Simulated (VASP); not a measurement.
# Eu (Im-3m) in VASP: a series of runs

Runs on Eu. Level: r2SCAN. Tasks: single point.

Program: VASP 6.6.1. These are calculated values, not measurements. Logs are shortened: lines on timing, memory, paths and dates and some standing lists are left out, and cuts for length are marked.

**1. The cell of the first run**

It takes space group Im-3m (No. 229, cubic). The conventional cell has a = 4.455 Å, b = 4.455 Å, c = 4.455 Å, α = 90.00°, β = 90.00°, γ = 90.00°. Eu (site symmetry m-3m) has 14 Eu at 3.86 to 4.45 Å within 5.1 Å.

**2. Single point, r2SCAN, collinear spin, ferromagnetic start**

File POSCAR:

```
Eu
1.0
   -2.2274745855      2.2274745855      2.2274745855
    2.2274745855     -2.2274745855      2.2274745855
    2.2274745855      2.2274745855     -2.2274745855
Eu
1
Direct
    0.0000000000      0.0000000000      0.0000000000
```

File INCAR.step1:

```
  PREC = Accurate
  ENCUT = 520
  ISMEAR = -1
  SIGMA = 0.2
  LREAL = False
  LASPH = True
  NELM = 150
  ISPIN = 2
  MAGMOM = 7.31
  LMAXMIX = 6
  NBANDS = 18
  GGA = PE
  ALGO = Normal
  EDIFF = 1E-4
  LWAVE = True
  LCHARG = False
```

File INCAR.step2:

```
  PREC = Accurate
  ENCUT = 520
  EDIFF = 1E-6
  ISMEAR = -1
  SIGMA = 0.2
  LREAL = False
  LASPH = True
  NELM = 150
  ALGO = Normal
  ISIF = 2
  LWAVE = False
  LCHARG = False
  ISPIN = 2
  MAGMOM = 7.31
  LORBIT = 11
  LMAXMIX = 6
  METAGGA = R2SCAN
  LMIXTAU = True
  NBANDS = 18
  ISTART = 1
```

File KPOINTS:

```
Automatic mesh
0
Gamma
  10 10 10
```

Potentials or basis: VASP PAW PBE potentials, release 64 (Eu).

Command:

```bash
$ cat potpaw_PBE.64/Eu/POTCAR > POTCAR
$ cp INCAR.step1 INCAR
$ mpirun -np 1 vasp_std > vasp.out
$ cp INCAR.step2 INCAR
$ mpirun -np 1 vasp_std > vasp.out
```

OUTCAR:

```text
PREC = Accurate
   ENCUT = 520
   EDIFF = 1E-6
   ISMEAR = -1
   LREAL = False
   LASPH = True
   NELM = 150
   ISIF = 2
   ISPIN = 2
   LORBIT = 11
   METAGGA = R2SCAN
   ISTART = 1

 ion  position               nearest neighbor table
   1  0.000  0.000  0.000-

  LATTYP: Found a body centered cubic cell.
 ALAT       =     4.4549491710

  Lattice vectors:

 A1 = (  -2.2274745855,   2.2274745855,   2.2274745855)
 A2 = (   2.2274745855,  -2.2274745855,   2.2274745855)
 A3 = (   2.2274745855,   2.2274745855,  -2.2274745855)

Analysis of symmetry for initial positions (statically):
=====================================================================
 Subroutine PRICEL returns:
 Original cell was already a primitive cell.

 Routine SETGRP: Setting up the symmetry group for a
 body centered cubic supercell.

 Subroutine GETGRP returns: Found 48 space group operations
 (whereof 48 operations were pure point group operations)
 out of a pool of 48 trial point group operations.

The static configuration has the point symmetry O_h .

Analysis of symmetry for dynamics (positions and initial velocities):
=====================================================================
 Subroutine PRICEL returns:
 Original cell was already a primitive cell.

 Routine SETGRP: Setting up the symmetry group for a
 body centered cubic supercell.

 Subroutine GETGRP returns: Found 48 space group operations
 (whereof 48 operations were pure point group operations)
 out of a pool of 48 trial point group operations.

The dynamic configuration has the point symmetry O_h .

Analysis of structural, dynamic, and magnetic symmetry:
=====================================================================
 Subroutine PRICEL returns:
 Original cell was already a primitive cell.

 Routine SETGRP: Setting up the symmetry group for a
 body centered cubic supercell.

 Subroutine GETGRP returns: Found 48 space group operations
 (whereof 48 operations were pure point group operations)
 out of a pool of 48 trial point group operations.

The overall configuration has the point symmetry O_h .

 Subroutine INISYM returns: Found 48 space group operations
 (whereof 48 operations are pure point group operations),
 and found     1 'primitive' translations

----------------------------------------------------------------------------------------

                                     Primitive cell

  volume of cell :      44.2077

  direct lattice vectors                    reciprocal lattice vectors
    -2.227474585  2.227474585  2.227474585     0.000000000  0.224469452  0.224469452
     2.227474585 -2.227474585  2.227474585     0.224469452  0.000000000  0.224469452
     2.227474585  2.227474585 -2.227474585     0.224469452  0.224469452  0.000000000

  length of vectors
     3.858099155  3.858099155  3.858099155     0.317447744  0.317447744  0.317447744

  position of ions in fractional coordinates (direct lattice)
     0.000000000  0.000000000  0.000000000

  ion indices of the primitive-cell ions
   primitive index   ion index
                 1           1

----------------------------------------------------------------------------------------

 KPOINTS: Automatic mesh

Automatic generation of k-mesh.
 Grid dimensions read from file:
 generate k-points for:   10   10   10

 Generating k-lattice:

  Cartesian coordinates                     Fractional coordinates (reciprocal lattice)
     0.000000000  0.022446945  0.022446945     0.100000000  0.000000000  0.000000000
     0.022446945  0.000000000  0.022446945     0.000000000  0.100000000  0.000000000
     0.022446945  0.022446945  0.000000000     0.000000000  0.000000000  0.100000000

  Length of vectors
     0.031744774  0.031744774  0.031744774

  Shift w.r.t. Gamma in fractional coordinates (k-lattice)
     0.000000000  0.000000000  0.000000000

 Subroutine IBZKPT returns following result:
 ===========================================

 Found     47 irreducible k-points:

 Following reciprocal coordinates:
            Coordinates               Weight
  0.000000  0.000000  0.000000      1.000000
  0.100000  0.000000  0.000000     12.000000
  0.200000  0.000000  0.000000     12.000000
  0.300000  0.000000  0.000000     12.000000
  0.400000  0.000000  0.000000     12.000000
  0.500000  0.000000  0.000000      6.000000
[... 16 lines left out ...]
  0.300000  0.300000  0.100000      8.000000
 -0.300000  0.300000  0.100000     24.000000
 [... further k-points ...]
   k-points           NKPTS =     47   k-points in BZ     NKDIM =     47   number of bands    NBANDS=     18
   number of dos      NEDOS =    301   number of ions     NIONS =      1
   total plane-waves  NPLWV =  27000
   dimension x,y,z NGX =    30 NGY =   30 NGZ =   30
   dimension x,y,z NGXF=    60 NGYF=   60 NGZF=   60
   ions per type =               1
   NGX,Y,Z   is equivalent  to a cutoff of  12.93, 12.93, 12.93 a.u.
   NGXF,Y,Z  is equivalent  to a cutoff of  25.85, 25.85, 25.85 a.u.
 SYSTEM =  unknown system
   PREC   = accura    normal or accurate (medium, high low for compatibility)
   ISTART =      1    job   : 0-new  1-cont  2-samecut
   ICHARG =      0    charge: 1-file 2-atom 10-const
   ISPIN  =      2    spin polarized calculation?
   LNONCOLLINEAR =      F non collinear calculations
   LSORBIT =      F    spin-orbit coupling
   LASPH  =      T    aspherical Exc in radial PAW
   ENCUT  =  520.0 eV  38.22 Ry    6.18 a.u.   7.17  7.17  7.17*2*pi/ulx,y,z
   NELM   =    150;   NELMIN=  2; NELMDL=  0     # of ELM steps
   EDIFF  = 0.1E-05   stopping-criterion for ELM
   LREAL  =      F    real-space projection
   EDIFFG = 0.1E-04   stopping-criterion for IOM
   NSW    =      0    number of steps for IOM
   IBRION =     -1    ionic relax: 0-MD 1-quasi-New 2-CG
   NFREE  =      0    steps in history (QN), initial steepest desc. (CG)
   ISIF   =      2    stress and relaxation
   ISYM   =      2    0-nonsym 1-usesym 2-fastsym
   POTIM  = 0.5000    time-step for ionic-motion
   TEBEG  =    0.0;   TEEND  =   0.0 temperature during run
   PSTRESS=    0.0 pullay stress
   NELECT =      17.0000    total number of electrons
   NUPDOWN=      -1.0000    fix difference up-down
   EMIN   =  10.00;   EMAX   =-10.00  energy-range for DOS
   EFERMI =   0.00;   METHOD = LEGACY
   ISMEAR =    -1;   SIGMA  =   0.20  broadening in eV -4-tet -1-fermi 0-gaus
   EFERMI_NEDOS =   21; number of points for ismear=-14 and -15
   IALGO  =     38    algorithm
   IMIX   =      4    mixing-type and parameters
     AMIX     =   0.40;   BMIX     =  1.00
     AMIX_MAG =   1.60;   BMIX_MAG =  1.00
  volume/ion in A,a.u.               =      44.21       298.33
  Fermi-wavevector in a.u.,A,eV,Ry     =   1.190488  2.249696 19.283018  1.417262
  Thomas-Fermi vector in A             =   2.326572
   LORBIT       =     11    0 simple, 1 ext, 2 COOP (PROOUT), +10 PAW based schemes
   METAGGA = R2SCAN    functional components
   LHFCALC =     F    Hartree Fock is set to
   AEXX    =    0.0000 exact exchange contribution
   IVDW    =     0    specifies the selected vdW correction
   LEPSILON=     F    determine dielectric tensor
   LRPA    =     F    only Hartree local field effects (RPA)
 spin polarized calculation
  energy-cutoff  :      520.00
  volume of cell :       44.21
 maximum number of plane-waves:      1205
 NGX is ok and might be reduce to    30
   NGX = 15   NGY = 15   NGZ = 15

 number of electron      16.9999996 magnetization       7.7857522

 Free energy of the ion-electron system (eV)
  ---------------------------------------------------
  ext. energy  EPLUGINS =         0.00000000
  ---------------------------------------------------
  free energy    TOTEN  =       -39.80456097 eV

  energy without entropy =      -39.49335580  energy(sigma->0) =      -39.64895838

 E-fermi :   1.9333     XC(G=0):  -9.0784

 val. band max:        1.9185175968   @ k =   0.3000   0.2000   0.0000
 cond. band min:       1.9502915966   @ k =  -0.4000   0.4000   0.2000
 fundamental gap:      0.0317739998
 Fermi energy:         1.9332701044

 spin component 1

 k-point     1 :       0.0000    0.0000    0.0000
  band No.  band energies     occupation
      1     -41.3897      1.00000
      2     -19.3449      1.00000
      3     -19.3449      1.00000
      4     -19.3448      1.00000
      5      -2.9457      1.00000
      6       1.0465      0.98827
[... 10 lines left out ...]
     17       5.4178      0.00000
     18      11.3351      0.00000

 k-point     2 :       0.1000    0.0000    0.0000
  band No.  band energies     occupation
      1     -41.3869      1.00000
      2     -19.3836      1.00000
      3     -19.3567      1.00000
      4     -19.3451      1.00000
      5      -2.7169      1.00000
      6       1.0458      0.98831
[... 10 lines left out ...]
     17       5.4262      0.00000
     18      11.5387      0.00000

 k-point     3 :       0.2000    0.0000    0.0000
  band No.  band energies     occupation
      1     -41.3795      1.00000
      2     -19.4830      1.00000
      3     -19.3877      1.00000
      4     -19.3457      1.00000
      5      -2.0764      1.00000
      6       1.0447      0.98838
[... 10 lines left out ...]
     17       5.4879      0.00000
     18      11.6002      0.00000

 k-point     4 :       0.3000    0.0000    0.0000
  band No.  band energies     occupation
      1     -41.3704      1.00000
      2     -19.6023      1.00000
      3     -19.4256      1.00000
      4     -19.3465      1.00000
      5      -1.1789      1.00000
      6       1.0443      0.98840
[... 375 lines left out ...]
      4     -19.3753      1.00000
      5      -1.8690      1.00000
      6       1.0260      0.98940
[... 10 lines left out ...]
     17       5.9406      0.00000
     18      11.5596      0.00000

 k-point    23 :       0.3000    0.3000    0.1000
  band No.  band energies     occupation
      1     -41.3581      1.00000
      2     -19.5885      1.00000
      3     -19.5884      1.00000
      4     -19.4266      1.00000
      5       0.9768      0.99170
      6       1.0541      0.98782
[... 10 lines left out ...]
     17       6.6714      0.00000
     18       9.3488      0.00000

 k-point    24 :      -0.3000    0.3000    0.1000
  band No.  band energies     occupation
      1     -41.3681      1.00000
      2     -19.5967      1.00000
      3     -19.4388      1.00000
      4     -19.3748      1.00000
      5      -0.9908      1.00000
      6       1.0164      0.98989
[... 10 lines left out ...]
     17       6.0292      0.00000
     18      10.2068      0.00000

 [... further k-points ...]

 spin component 2

 k-point     1 :       0.0000    0.0000    0.0000
  band No.  band energies     occupation
      1     -37.6291      1.00000
      2     -16.6180      1.00000
      3     -16.6180      1.00000
      4     -16.6180      1.00000
      5      -1.1887      1.00000
      6       5.1701      0.00000
[... 10 lines left out ...]
     17       7.7864      0.00000
     18      13.0956      0.00000

 k-point     2 :       0.1000    0.0000    0.0000
  band No.  band energies     occupation
      1     -37.6254      1.00000
      2     -16.6662      1.00000
      3     -16.6330      1.00000
      4     -16.6181      1.00000
      5      -0.9553      1.00000
      6       4.9543      0.00000
[... 10 lines left out ...]
     17       7.7986      0.00000
     18      13.2764      0.00000

 k-point     3 :       0.2000    0.0000    0.0000
  band No.  band energies     occupation
      1     -37.6157      1.00000
      2     -16.7893      1.00000
      3     -16.6719      1.00000
      4     -16.6184      1.00000
      5      -0.3114      0.99999
      6       4.4596      0.00000
[... 10 lines left out ...]
     17       7.8580      0.00000
     18      13.3545      0.00000

 k-point     4 :       0.3000    0.0000    0.0000
  band No.  band energies     occupation
      1     -37.6036      1.00000
      2     -16.9364      1.00000
      3     -16.7195      1.00000
      4     -16.6191      1.00000
      5       0.5536      0.99899
      6       3.8960      0.00005
[... 375 lines left out ...]
      4     -16.6559      1.00000
      5      -0.0993      0.99996
      6       4.5060      0.00000
[... 10 lines left out ...]
     17       7.8611      0.00000
     18      13.2711      0.00000

 k-point    23 :       0.3000    0.3000    0.1000
  band No.  band energies     occupation
      1     -37.5873      1.00000
      2     -16.9195      1.00000
      3     -16.9195      1.00000
      4     -16.7188      1.00000
      5       2.8680      0.00925
      6       3.2685      0.00126
[... 10 lines left out ...]
     17       8.9225      0.00000
     18      11.1985      0.00000

 k-point    24 :      -0.3000    0.3000    0.1000
  band No.  band energies     occupation
      1     -37.6005      1.00000
      2     -16.9297      1.00000
      3     -16.7361      1.00000
      4     -16.6548      1.00000
      5       0.7507      0.99730
      6       3.8406      0.00007
[... 10 lines left out ...]
     17       8.0724      0.00000
     18      12.0565      0.00000

 [... further k-points ...]
[... 5 lines left out ...]
  --------------------------------------------------------------------------------------
  -------------------------------------------------------------------------------------
  Total       -0.1068773     -0.1068773     -0.1068773      0.0000000     -0.0000000      0.0000000
  in kB       -3.8734481     -3.8734481     -3.8734481      0.0000000     -0.0000000      0.0000000
  external PRESSURE =      -3.8734481 kB  Pullay stress =       0.0000000 kB

 VOLUME and BASIS-vectors are now :
 -----------------------------------------------------------------------------
  energy-cutoff  :      520.00
  volume of cell :       44.21
      direct lattice vectors                 reciprocal lattice vectors
    -2.227474585  2.227474585  2.227474585     0.000000000  0.224469452  0.224469452
     2.227474585 -2.227474585  2.227474585     0.224469452  0.000000000  0.224469452
     2.227474585  2.227474585 -2.227474585     0.224469452  0.224469452  0.000000000

 POSITION                                       TOTAL-FORCE (eV/Angst)
 -----------------------------------------------------------------------------------
      0.00000      0.00000      0.00000         0.000000      0.000000      0.000000
 -----------------------------------------------------------------------------------
    total drift:                               -0.000000     -0.000000      0.000000

  FREE ENERGIE OF THE ION-ELECTRON SYSTEM (eV)
  ---------------------------------------------------
  free  energy   TOTEN  =       -39.8045609707 eV

  energy  without entropy=      -39.4933557979  energy(sigma->0) =      -39.64895838

 total charge

# of ion       s       p       d       f       tot
--------------------------------------------------
    1        2.079   5.761   0.292   6.634  14.766

 magnetization (x)

# of ion       s       p       d       f       tot
--------------------------------------------------
    1       -0.008  -0.146   0.208   6.633   6.688
```

Wall time 3.2 min (1 thread of Intel Xeon 6975P-C (Granite Rapids), shared host); peak memory 0.24 GiB.

What came out:

```
Free energy                                           : -39.8046 eV
Pressure                                              : -0.4 GPa
Net moment                                            : 7.79 μB per cell
Site moments                                          : Eu +6.69 μB
Valence electrons inside the program's atomic spheres : Eu 14.77
```

Caveat: the PAW data sets were made with another functional, which shifts forces and pressure a little; spin-orbit coupling is left out, which moves the levels of the heavy elements; semilocal functionals describe open f shells poorly, which spoils levels, moments and volumes. The state reached can hang on the start; a lower one may exist.

(Continued in part 2 of 2.)
